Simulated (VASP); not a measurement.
Runs of VASP 6.6.1 on Si4B. The structure is that of space group Im-3m (No. 229), or close to it. The cells are those of the table. 

| task | level | cell | k mesh | cutoff (eV) | k mesh for the DOS | occupations for the DOS | gap on the mesh (eV) | pressure (GPa) | relaxed volume (Å³/atom) |
| --- | --- | --- | --- | --- | --- | --- | --- | --- | --- |
| single point | PBEsol | a = 4.442 Å, angles 109.5°, 5 atoms | 10 × 10 × 10 | 520 | - | - | none | 0.1 | - |
| single point | PBE | a = 4.475 Å, angles 109.5°, 5 atoms | 10 × 10 × 10 | 520 | - | - | none | -0.1 | - |
| relaxation of cell and atoms | PBEsol | relaxed from a = 4.496 Å, angles 109.5°, 5 atoms | 10 × 10 × 10 | 600 | - | - | none | 0.0 | (a) |
| relaxation of cell and atoms | PBE | relaxed from a = 4.496 Å, angles 109.5°, 5 atoms | 10 × 10 × 10 | 600 | - | - | none | 0.0 | (b) |
| single point | PBE | a = 4.496 Å, angles 109.5°, 5 atoms | 6 × 6 × 6 | 520 | - | - | none | -1.3 | - |

Alike in all rows: potentials or basis VASP PAW PBE potentials, release 64 (Si, B); no spin polarisation; smearing gaussian 0.1 eV.

Q: Estimate the missing entries.

A: (a) 13.51; (b) 13.79.

Caveats: the PAW data sets were made with another functional, which shifts forces and pressure a little (some runs).

A gap of «none» marks levels without a gap at the run's occupations.
